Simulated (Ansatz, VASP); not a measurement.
**Zr: VASP beside Ansatz**

```
Zr
1.0
     3.20124    0.00000    0.00000
    -1.60062    2.77235    0.00000
     0.00000    0.00000    7.83740
Zr
3
Direct
  0.00000 0.00000 0.00000
  0.33333 0.66667 0.33333
  0.66667 0.33333 0.66667
```

Alike in both runs: functional PBE; k mesh 18 × 18 × 6; occupations gaussian, width 0.1 eV; no spin polarisation.

Ansatz relaxed the structure, and its values are those at the end. VASP's run is a single point on that final structure, the one shown.

|  | VASP | Ansatz |
| --- | --- | --- |
| version | VASP 6.6.1 | Ansatz 0.2.0 |
| potentials or method | VASP PAW PBE potentials, release 64 (Zr_sv), cutoff 520 eV | scalar-relativistic, plane waves, PAW |
| valence electrons in the cell | 36 | 36 |

```csv
,VASP,Ansatz,Ansatz less VASP
gap on the k mesh at the Fermi level (eV),none,none,-
pressure (GPa),0.0,0.0,0.00
```

A gap of «none» marks a metal or a gap that the smearing closes.
